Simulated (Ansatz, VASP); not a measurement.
FeCo3: VASP beside Ansatz

```
Fe Co
1.0
     3.53570    0.00000    0.00000
     0.00000    3.53570    0.00000
     0.00000    0.00000    3.53570
Fe Co
1 3
Direct
  0.00000 0.00000 0.00000
  0.50000 0.50000 0.00000
  0.50000 0.00000 0.50000
  0.00000 0.50000 0.50000
```

Alike in both runs: task single point; functional PBEsol; k mesh 6 × 6 × 6; occupations gaussian, width 0.2 eV; collinear spin.

|  | VASP | Ansatz |
| --- | --- | --- |
| version | VASP 6.6.1 | Ansatz 0.2.0 |
| potentials or method | VASP PAW PBE potentials, release 64 (Fe, Co), cutoff 520 eV | scalar-relativistic, plane waves, PAW |
| valence electrons in the cell | 35 | 67 |

Ansatz gave:

| Property | Result |
| --- | --- |
| gap on the k mesh at the Fermi level (eV) | none |
| pressure (GPa) | -8.0 |
| net moment per atom (μB) | 1.85 |
| size of the moment on the site where the two differ most (μB) | 1.67 |

**Question.** What did VASP give for the same quantities?

**Answer.** gap on the k mesh at the Fermi level (eV): none; pressure (GPa): -8.5; net moment per atom (μB): 1.85; size of the moment on the site where the two differ most (μB): 1.61.

VASP's potentials were made for PBE, not for PBEsol. Site moments also hang on the region over which each program counts them. A gap of «none» marks a metal or a gap that the smearing closes. VASP's potentials hold 35 valence electrons a cell and Ansatz's 67, so a difference there can come from the potentials and not from the codes.
